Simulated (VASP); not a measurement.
Write the native input for VASP 6.6.1 that does the following.

```
Task                   : single point
Functional             : PBE
Potentials or basis    : VASP PAW PBE potentials, release 64 (Ta_pv, N)
Cutoff                 : 520 eV
k mesh                 : 24 × 24 × 10
Occupations            : gaussian, width 0.1 eV
Spin                   : no spin polarisation
Dipole correction      : no
Further INCAR settings : ALGO = Normal; EDIFF = 1e-07; NBANDS = 24
```

The structure of TaN lies in POSCAR:

```
TaN
1.0
    2.9287579024      0.0000000000      0.0000000000
   -1.4643789512      2.5363787450      0.0000000000
    0.0000000000      0.0000000000      5.7965486001
Ta N
2 2
Direct
    0.0000000000      0.0000000000      0.0000000000
    0.0000000000      0.0000000000      0.5000000000
    0.3333333342      0.6666666658      0.2500000000
    0.6666666658      0.3333333342      0.7500000000
```

This cell differs from its parent crystal: uniaxial strain along c: -2.0 %, then relaxed in part.

One way to write it, as run:

INCAR

```
PREC = Accurate
ENCUT = 520
EDIFF = 1E-7
ISMEAR = 0
SIGMA = 0.1
LREAL = F
LASPH = T
NELM = 60
ALGO = Normal
ISIF = 2
LWAVE = F
LCHARG = F
GGA = PE
NBANDS = 24
```

KPOINTS

```
regular mesh
0
Gamma
  24 24 10
```

Potentials or basis: VASP PAW PBE potentials, release 64 (Ta_pv, N).

Command:

```console
$ cat potpaw_PBE.64/Ta_pv/POTCAR potpaw_PBE.64/N/POTCAR > POTCAR
$ mpirun -np 1 vasp_std > vasp.out
```

Results of the run:

| Property | Result |
| --- | --- |
| Pressure | 5.8 GPa |
| Band gap on the k mesh | zero (band 16 reaches 9.00 eV, above the bottom of band 17 at 7.92 eV) |

Caveat: the cell differs from its parent crystal (uniaxial strain along c: -2.0 %, then relaxed in part); spin-orbit coupling is left out, which moves the levels of the heavy elements.

Run time: 13 min on 1 thread of AMD EPYC 7R13, with other jobs on the host, peak memory 0.4 GiB.
